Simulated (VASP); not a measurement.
# BaTe (Fm-3m) in VASP: further runs

BaTe is run at these levels: r2SCAN, PBE; tasks: single point.

Program: VASP 6.6.1. These are calculated values, not measurements. Logs are shortened: lines on timing, memory, paths and dates and some standing lists are left out, and cuts for length are marked.

## 1. The cell of the first run

Symmetry: Fm-3m, No. 225, cubic system. The conventional cell has a = 7.065 Å, b = 7.065 Å, c = 7.065 Å, α = 90.00°, β = 90.00°, γ = 90.00°. Within 4.6 Å of Ba (site symmetry m-3m) lie 6 Te at 3.53 Å. Te (site symmetry m-3m) has 6 Ba at 3.53 Å within 4.6 Å.

## 2. Single point, r2SCAN

File POSCAR:

```
BaTe
1.0
    0.0000000000      3.5323868409      3.5323868409
    3.5323868409      0.0000000000      3.5323868409
    3.5323868409      3.5323868409      0.0000000000
Ba Te
1 1
Direct
    0.0000000000      0.0000000000      0.0000000000
    0.5000000000      0.5000000000      0.5000000000
```

File INCAR.step1:

```
PREC = Accurate
ENCUT = 520
ISMEAR = 0
SIGMA = 0.01
LREAL = False
LASPH = True
NELM = 100
NBANDS = 15
GGA = PE
ALGO = Normal
EDIFF = 1E-4
LWAVE = True
LCHARG = False
```

File INCAR.step2:

```
PREC = Accurate
ENCUT = 520
EDIFF = 1E-6
ISMEAR = 0
SIGMA = 0.01
LREAL = False
LASPH = True
NELM = 100
ALGO = Normal
ISIF = 2
LWAVE = False
LCHARG = False
METAGGA = R2SCAN
LMIXTAU = True
NBANDS = 15
ISTART = 1
```

File KPOINTS:

```
Automatic mesh
0
Gamma
  4 4 4
```

Potentials or basis: VASP PAW PBE potentials, release 64 (Ba_sv, Te).

Launch:

```
cat potpaw_PBE.64/Ba_sv/POTCAR potpaw_PBE.64/Te/POTCAR > POTCAR
cp INCAR.step1 INCAR
mpirun -np 1 vasp_std > vasp.out
cp INCAR.step2 INCAR
mpirun -np 1 vasp_std > vasp.out
```

OUTCAR:

```text
PREC = Accurate
   ENCUT = 520
   EDIFF = 1E-6
   ISMEAR = 0
   LREAL = False
   LASPH = True
   NELM = 100
   ISIF = 2
   METAGGA = R2SCAN
   ISTART = 1

 ion  position               nearest neighbor table
   1  0.000  0.000  0.000-   2 3.53   2 3.53   2 3.53   2 3.53   2 3.53   2 3.53
   2  0.500  0.500  0.500-   1 3.53   1 3.53   1 3.53   1 3.53   1 3.53   1 3.53

  LATTYP: Found a face centered cubic cell.
 ALAT       =     7.0647736818

  Lattice vectors:

 A1 = (   0.0000000000,   3.5323868409,   3.5323868409)
 A2 = (   3.5323868409,   0.0000000000,   3.5323868409)
 A3 = (   3.5323868409,   3.5323868409,   0.0000000000)

Analysis of symmetry for initial positions (statically):
=====================================================================
 Subroutine PRICEL returns:
 Original cell was already a primitive cell.

 Routine SETGRP: Setting up the symmetry group for a
 face centered cubic supercell.

 Subroutine GETGRP returns: Found 48 space group operations
 (whereof 48 operations were pure point group operations)
 out of a pool of 48 trial point group operations.

The static configuration has the point symmetry O_h .

Analysis of symmetry for dynamics (positions and initial velocities):
=====================================================================
 Subroutine PRICEL returns:
 Original cell was already a primitive cell.

 Routine SETGRP: Setting up the symmetry group for a
 face centered cubic supercell.

 Subroutine GETGRP returns: Found 48 space group operations
 (whereof 48 operations were pure point group operations)
 out of a pool of 48 trial point group operations.

The dynamic configuration has the point symmetry O_h .

 Subroutine INISYM returns: Found 48 space group operations
 (whereof 48 operations are pure point group operations),
 and found     1 'primitive' translations

----------------------------------------------------------------------------------------

                                     Primitive cell

  volume of cell :      88.1525

  direct lattice vectors                    reciprocal lattice vectors
     0.000000000  3.532386841  3.532386841    -0.141547351  0.141547351  0.141547351
     3.532386841  0.000000000  3.532386841     0.141547351 -0.141547351  0.141547351
     3.532386841  3.532386841  0.000000000     0.141547351  0.141547351 -0.141547351

  length of vectors
     4.995549378  4.995549378  4.995549378     0.245167204  0.245167204  0.245167204

  position of ions in fractional coordinates (direct lattice)
     0.000000000  0.000000000  0.000000000
     0.500000000  0.500000000  0.500000000

  ion indices of the primitive-cell ions
   primitive index   ion index
                 1           1
                 2           2

----------------------------------------------------------------------------------------

 KPOINTS: Automatic mesh

Automatic generation of k-mesh.
 Grid dimensions read from file:
 generate k-points for:    4    4    4

 Generating k-lattice:

  Cartesian coordinates                     Fractional coordinates (reciprocal lattice)
    -0.035386838  0.035386838  0.035386838     0.250000000  0.000000000  0.000000000
     0.035386838 -0.035386838  0.035386838     0.000000000  0.250000000  0.000000000
     0.035386838  0.035386838 -0.035386838     0.000000000  0.000000000  0.250000000

  Length of vectors
     0.061291801  0.061291801  0.061291801

  Shift w.r.t. Gamma in fractional coordinates (k-lattice)
     0.000000000  0.000000000  0.000000000

 Subroutine IBZKPT returns following result:
 ===========================================

 Found      8 irreducible k-points:

 Following reciprocal coordinates:
            Coordinates               Weight
  0.000000  0.000000  0.000000      1.000000
  0.250000  0.000000  0.000000      8.000000
  0.500000  0.000000  0.000000      4.000000
  0.250000  0.250000  0.000000      6.000000
  0.500000  0.250000  0.000000     24.000000
 -0.250000  0.250000  0.000000     12.000000
  0.500000  0.500000  0.000000      3.000000
 -0.250000  0.500000  0.250000      6.000000
   k-points           NKPTS =      8   k-points in BZ     NKDIM =      8   number of bands    NBANDS=     15
   number of dos      NEDOS =    301   number of ions     NIONS =      2
   total plane-waves  NPLWV =  64000
   dimension x,y,z NGX =    40 NGY =   40 NGZ =   40
   dimension x,y,z NGXF=    80 NGYF=   80 NGZF=   80
   ions per type =               1   1
   NGX,Y,Z   is equivalent  to a cutoff of  13.31, 13.31, 13.31 a.u.
   NGXF,Y,Z  is equivalent  to a cutoff of  26.62, 26.62, 26.62 a.u.
 SYSTEM =  unknown system
   PREC   = accura    normal or accurate (medium, high low for compatibility)
   ISTART =      1    job   : 0-new  1-cont  2-samecut
   ICHARG =      0    charge: 1-file 2-atom 10-const
   ISPIN  =      1    spin polarized calculation?
   LNONCOLLINEAR =      F non collinear calculations
   LSORBIT =      F    spin-orbit coupling
   LASPH  =      T    aspherical Exc in radial PAW
   ENCUT  =  520.0 eV  38.22 Ry    6.18 a.u.   9.29  9.29  9.29*2*pi/ulx,y,z
   NELM   =    100;   NELMIN=  2; NELMDL=  0     # of ELM steps
   EDIFF  = 0.1E-05   stopping-criterion for ELM
   LREAL  =      F    real-space projection
   EDIFFG = 0.1E-04   stopping-criterion for IOM
   NSW    =      0    number of steps for IOM
   IBRION =     -1    ionic relax: 0-MD 1-quasi-New 2-CG
   NFREE  =      0    steps in history (QN), initial steepest desc. (CG)
   ISIF   =      2    stress and relaxation
   ISYM   =      2    0-nonsym 1-usesym 2-fastsym
   POTIM  = 0.5000    time-step for ionic-motion
   TEBEG  =    0.0;   TEEND  =   0.0 temperature during run
   PSTRESS=    0.0 pullay stress
   NELECT =      16.0000    total number of electrons
   NUPDOWN=      -1.0000    fix difference up-down
   EMIN   =  10.00;   EMAX   =-10.00  energy-range for DOS
   EFERMI =   0.00;   METHOD = LEGACY
   ISMEAR =     0;   SIGMA  =   0.01  broadening in eV -4-tet -1-fermi 0-gaus
   EFERMI_NEDOS =   21; number of points for ismear=-14 and -15
   IALGO  =     38    algorithm
   IMIX   =      4    mixing-type and parameters
     AMIX     =   0.40;   BMIX     =  1.00
     AMIX_MAG =   1.60;   BMIX_MAG =  1.00
  volume/ion in A,a.u.               =      44.08       297.44
  Fermi-wavevector in a.u.,A,eV,Ry     =   0.926908  1.751602 11.689557  0.859158
  Thomas-Fermi vector in A             =   2.052921
   LORBIT       =      0    0 simple, 1 ext, 2 COOP (PROOUT), +10 PAW based schemes
   METAGGA = R2SCAN    functional components
   LHFCALC =     F    Hartree Fock is set to
   AEXX    =    0.0000 exact exchange contribution
   IVDW    =     0    specifies the selected vdW correction
   LEPSILON=     F    determine dielectric tensor
   LRPA    =     F    only Hartree local field effects (RPA)
 non-spin polarized calculation
 Gauss-broadening in eV      SIGMA  =   0.01
  energy-cutoff  :      520.00
  volume of cell :       88.15
 maximum number of plane-waves:      2421
 NGX is ok and might be reduce to    40
   NGX = 19   NGY = 19   NGZ = 19

 number of electron      16.0000000 magnetization

 Free energy of the ion-electron system (eV)
  ---------------------------------------------------
  ext. energy  EPLUGINS =         0.00000000
  ---------------------------------------------------
  free energy    TOTEN  =       -56.02199024 eV

  energy without entropy =      -56.02199024  energy(sigma->0) =      -56.02199024

 E-fermi :   1.9841     XC(G=0):  -8.5126

 val. band max:        1.8985717431   @ k =   0.0000   0.0000   0.0000
 cond. band min:       3.8250479584   @ k =   0.5000   0.5000   0.0000
 fundamental gap:      1.9264762154
 Fermi energy:         1.9840937246

 k-point     1 :       0.0000    0.0000    0.0000
  band No.  band energies     occupation
      1     -25.9940      2.00000
      2     -10.7155      2.00000
      3     -10.7155      2.00000
      4     -10.7155      2.00000
      5      -7.8532      2.00000
      6       1.8986      2.00000
      7       1.8986      2.00000
      8       1.8986      2.00000
      9       5.2510      0.00000
     10       5.2510      0.00000
     11       5.2510      0.00000
     12       5.3638      0.00000
     13       5.9099      0.00000
     14       5.9099      0.00000
     15       9.3840      0.00000

 k-point     2 :       0.2500    0.0000    0.0000
  band No.  band energies     occupation
      1     -25.9880      2.00000
      2     -10.9217      2.00000
      3     -10.7202      2.00000
      4     -10.7202      2.00000
      5      -7.4970      2.00000
      6       0.6107      2.00000
      7       1.2733      2.00000
      8       1.2733      2.00000
      9       5.4489      0.00000
     10       5.9743      0.00000
     11       5.9743      0.00000
     12       7.1953      0.00000
     13       7.4128      0.00000
     14       7.4128      0.00000
     15      10.6481      0.00000

 k-point     3 :       0.5000    0.0000    0.0000
  band No.  band energies     occupation
      1     -25.9820      2.00000
      2     -11.0968      2.00000
      3     -10.7248      2.00000
      4     -10.7248      2.00000
      5      -7.1545      2.00000
      6      -0.2491      2.00000
      7       0.8308      2.00000
      8       0.8308      2.00000
      9       6.4981      0.00000
     10       7.0867      0.00000
     11       7.2395      0.00000
     12       7.2395      0.00000
     13       9.3056      0.00000
     14       9.3056      0.00000
     15       9.8025      0.00000
[... 55 lines left out ...]
 k-point     7 :       0.5000    0.5000    0.0000
  band No.  band energies     occupation
      1     -25.9781      2.00000
      2     -10.9022      2.00000
      3     -10.7907      2.00000
      4     -10.7907      2.00000
      5      -7.6442      2.00000
      6       0.7586      2.00000
      7       1.5101      2.00000
      8       1.5101      2.00000
      9       3.8250      0.00000
     10       6.7935      0.00000
     11       7.1262      0.00000
     12       7.9931      0.00000
     13       8.0600      0.00000
     14       8.0600      0.00000
     15      10.2447      0.00000

 k-point     8 :      -0.2500    0.5000    0.2500
  band No.  band energies     occupation
      1     -25.9781      2.00000
      2     -10.8507      2.00000
      3     -10.8465      2.00000
      4     -10.8465      2.00000
      5      -7.4555      2.00000
      6       0.6778      2.00000
      7       0.9671      2.00000
      8       0.9671      2.00000
      9       5.8157      0.00000
     10       5.8157      0.00000
     11       7.2464      0.00000
     12       7.5268      0.00000
     13       8.0728      0.00000
     14      10.5668      0.00000
     15      10.6398      0.00000

------------------------ aborting loop because EDIFF is reached ----------------------------------------

  FORCE on cell =-STRESS in cart. coord.  units (eV):
  Direction    XX          YY          ZZ          XY          YZ          ZX
  --------------------------------------------------------------------------------------
  -------------------------------------------------------------------------------------
  Total        0.1844059      0.1844059      0.1844059      0.0000000      0.0000000     -0.0000000
  in kB        3.3515886      3.3515886      3.3515886      0.0000000      0.0000000     -0.0000000
  external PRESSURE =       3.3515886 kB  Pullay stress =       0.0000000 kB

 VOLUME and BASIS-vectors are now :
 -----------------------------------------------------------------------------
  energy-cutoff  :      520.00
  volume of cell :       88.15
      direct lattice vectors                 reciprocal lattice vectors
     0.000000000  3.532386841  3.532386841    -0.141547351  0.141547351  0.141547351
     3.532386841  0.000000000  3.532386841     0.141547351 -0.141547351  0.141547351
     3.532386841  3.532386841  0.000000000     0.141547351  0.141547351 -0.141547351

 POSITION                                       TOTAL-FORCE (eV/Angst)
 -----------------------------------------------------------------------------------
      0.00000      0.00000      0.00000         0.000000     -0.000000     -0.000000
      3.53239      3.53239      3.53239         0.000000      0.000000      0.000000
 -----------------------------------------------------------------------------------
    total drift:                                0.000000     -0.000000     -0.000000

  FREE ENERGIE OF THE ION-ELECTRON SYSTEM (eV)
  ---------------------------------------------------
  free  energy   TOTEN  =       -56.0219902403 eV

  energy  without entropy=      -56.0219902403  energy(sigma->0) =      -56.02199024
```

It took 2.2 min on 1 thread of AMD EPYC, shared host; peak memory 0.22 GiB.

Results:

| Property | Result |
| --- | --- |
| Free energy | -56.0220 eV |
| Pressure | 0.3 GPa |
| Band gap on the k mesh | 1.93 eV, indirect (least direct gap 2.31 eV) |

Levels at points of the mesh, in eV from the valence-band top:
```csv
k point,band 6,band 7,band 8,band 9,band 10,band 11
"(0.00, 0.00, 0.00)",0.00,0.00,0.00,3.35,3.35,3.35
"(0.50, 0.00, 0.00)",-2.15,-1.07,-1.07,4.60,5.19,5.34
"(0.50, 0.50, 0.00)",-1.14,-0.39,-0.39,1.93,4.89,5.23
```

Caveat: the PAW data sets were made with another functional, which shifts forces and pressure a little; spin-orbit coupling is left out, which moves the levels of the heavy elements.

## 3. Single point, PBE

File INCAR:

```
SYSTEM = BaTe
  PREC = Accurate
  ENCUT = 520
  EDIFF = 1E-6
  ISMEAR = 0
  SIGMA = 0.01
  LREAL = .False.
  LASPH = .True.
  NELM = 60
  ALGO = Normal
  ISIF = 2
  LWAVE = .False.
  LCHARG = .False.
  GGA = PE
  NBANDS = 15
```

File KPOINTS:

```
Automatic mesh
0
Gamma
  6 6 6
  0 0 0
```

POSCAR is that of step 2.

Potentials or basis: VASP PAW PBE potentials, release 64 (Ba_sv, Te).

Launch:

```
cat potpaw_PBE.64/Ba_sv/POTCAR potpaw_PBE.64/Te/POTCAR > POTCAR
mpirun -np 1 vasp_std > vasp.out
```

Wall time 56 s (1 thread of AMD EPYC, shared host); peak memory 0.2 GiB.

Results (log left out):

```yaml
Free_energy: -8.6282 eV
Pressure: 0.3 GPa
Band_gap_on_the_k_mesh: 1.58 eV, indirect (least direct gap 1.96 eV)
```

Levels at points of the mesh, in eV from the valence-band top:
```tsv
k point	band 5	band 6	band 7	band 8	band 9	band 10	band 11	band 12
(0.00, 0.00, 0.00)	-9.48	0.00	0.00	0.00	2.80	2.94	2.94	2.94
(0.50, 0.00, 0.00)	-8.82	-2.16	-1.07	-1.07	4.15	4.69	4.83	4.83
(0.50, 0.50, 0.00)	-9.28	-1.12	-0.38	-0.38	1.58	4.38	4.53	5.47
```

Caveat: spin-orbit coupling is left out, which moves the levels of the heavy elements. A k mesh can miss the band edges.
